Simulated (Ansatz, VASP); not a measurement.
# One calculation of Al5Cu, two programs

Contents of INCAR:

```
PREC = Accurate ; ENCUT = 600
EDIFF = 1E-6 ; ISMEAR = 0
SIGMA = 0.1 ; LREAL = F
LASPH = T ; NELM = 80
ALGO = Fast ; ISIF = 3
LWAVE = F ; LCHARG = F
GGA = PE ; IBRION = 2
NSW = 90 ; EDIFFG = -0.04
```

KPOINTS

```
Automatic mesh
0
Gamma
  6 6 4
```

File POSCAR:

```
Al5Cu
1.0
    4.8626016200      0.0000000000      0.0000000000
   -2.4313008100      4.2111365400      0.0000000000
    0.0000000000      0.0000000000      4.4380254200
Al Cu
5 1
Direct
    0.6666666700      0.3333333300      0.0000000000
    0.3333333300      0.6666666700      0.0000000000
    0.3333333300      0.0000000000      0.5000000000
    0.0000000000      0.3333333300      0.5000000000
    0.6666666700      0.6666666700      0.5000000000
    0.0000000000      0.0000000000      0.0000000000
```

Input for Ansatz:

```yaml
crystal:
  lattice:
    - [4.86260162, 0.0, 0.0]
    - [-2.43130081, 4.21113654, 0.0]
    - [0.0, 0.0, 4.43802542]
  atoms:
    - { symbol: Al, position: [0.66666667, 0.33333333, 0.0] }
    - { symbol: Al, position: [0.33333333, 0.66666667, 0.0] }
    - { symbol: Al, position: [0.33333333, 0.0, 0.5] }
    - { symbol: Al, position: [0.0, 0.33333333, 0.5] }
    - { symbol: Al, position: [0.66666667, 0.66666667, 0.5] }
    - { symbol: Cu, position: [0.0, 0.0, 0.0] }
basis:
  ecutwfc: 420
kpoints:
  mp_grid: { grid: [6, 6, 4] }
hamiltonian:
  xc: pbe
scf:
  occupations: { method: gaussian, width: 0.1 }
  lower_state_search: "off"
output:
  forces: true
  stress: true
  eigenvalues: true
relax:
  adjacent_minimum: "off"
  f_tol: 0.04
  max_steps: 70
  cell: { stress_tol: 0.4 }
```

Alike in both runs: task relaxation of cell and atoms; functional PBE; k mesh 6 × 6 × 4; occupations gaussian, width 0.1 eV; no spin polarisation.

|  | VASP | Ansatz |
| --- | --- | --- |
| version | VASP 6.6.1 | Ansatz 0.2.0 |
| potentials or method | VASP PAW PBE potentials, release 64 (Al, Cu), cutoff 600 eV | scalar-relativistic, plane waves, PAW |
| valence electrons in the cell | 26 | 34 |

```tsv
	VASP	Ansatz	Ansatz less VASP
gap on the k mesh at the Fermi level, each at its own relaxed structure (eV)	none	none	-
relaxed volume (Å³/atom)	15.72	15.70	-0.016
relaxed length of the cell vector where the two differ most in proportion (Å)	4.943	4.939	-0.0042
```

A gap of «none» marks a metal or a gap that the smearing closes. VASP's potentials hold 26 valence electrons a cell and Ansatz's 34, so a difference there can come from the potentials and not from the codes.

Noted on VASP's run: too few bands were computed for a metal, which touches its energy and stress.
